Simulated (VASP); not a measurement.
A run of VASP 6.6.1 is set up as follows.

Contents of INCAR:

```
SYSTEM = CsTl
ALGO = Fast ; EDIFF = 1E-7
ENCUT = 520 ; GGA = PE
ISIF = 2 ; ISMEAR = 0
LASPH = .TRUE. ; LCHARG = .FALSE.
LREAL = .FALSE. ; LWAVE = .FALSE.
NBANDS = 18 ; NELM = 80
PREC = Accurate ; SIGMA = 0.1
```

KPOINTS

```
k-points
0
G
  12 12 12
  0 0 0
```

POSCAR

```
CsTl
1.0
    4.5902993856      0.0000000000      0.0000000000
    0.0000000000      4.5902993856      0.0000000000
    0.0000000000      0.0000000000      4.7997065498
Cs Tl
1 1
Direct
    0.5000000000      0.5000000000      0.5000000000
    0.0000000000      0.0000000000      0.0000000000
```

Potentials or basis: VASP PAW PBE potentials, release 64 (Cs_sv, Tl_d).

Command:

```bash
$ cat potpaw_PBE.64/Cs_sv/POTCAR potpaw_PBE.64/Tl_d/POTCAR > POTCAR
$ mpirun -np 1 vasp_std > vasp.out
```

(1) What does it give for the band gap on the k mesh?

(2) Predict the pressure.

Answers

(1) zero (bands 11 and 12 overlap by 2.57 eV).

(2) 0.0 GPa.

Caveat: spin-orbit coupling is left out, which moves the levels of the heavy elements.
